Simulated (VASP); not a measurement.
## AgCl: single point with r2SCAN

AgCl:

```
CELL_PARAMETERS angstrom
2.77264 2.77264 0.00000
-2.77264 2.77264 0.00000
0.00000 2.77264 2.77264
ATOMIC_POSITIONS crystal
Ag 0.00000 0.00000 0.00000
Cl 0.50000 0.50000 0.00000
```

```
Program                : VASP 6.6.1
Task                   : single point
Functional             : r2SCAN
Potentials or basis    : VASP PAW PBE potentials, release 64 (Ag, Cl)
Cutoff                 : 520 eV
k mesh                 : 12 × 12 × 12
Occupations            : fermi-dirac, width 0.1 eV
Spin                   : no spin polarisation
Dipole correction      : no
Further INCAR settings : ALGO = Normal; EDIFF = 1e-06; NBANDS = 16
```

```json
{"Pressure": "-0.1 GPa", "Band gap on the k mesh": "1.42 eV (least direct gap 3.58 eV)"}
```

Levels at points of the mesh, in eV from the valence-band top:
| k point | band 6 | band 7 | band 8 | band 9 | band 10 | band 11 | band 12 | band 13 |
| --- | --- | --- | --- | --- | --- | --- | --- | --- |
| (0.00, 0.00, 0.00) | -2.43 | -2.43 | -2.38 | -2.38 | 1.42 | 11.34 | 11.34 | 11.34 |
| (0.50, 0.00, 0.00) | -2.07 | -1.75 | 0.00 | 0.00 | 4.70 | 7.17 | 8.27 | 8.27 |
| (0.50, 0.50, 0.00) | -2.20 | -1.96 | -1.96 | -1.84 | 2.93 | 8.35 | 9.24 | 12.35 |

Run time: 91 s on 1 thread of Intel(R) Xeon(R) 6975P-C (Granite Rapids) (shared host), peak memory 0.21 GiB.

Caveat: the PAW data sets were made with another functional, which shifts forces and pressure a little. A k mesh can miss the band edges.
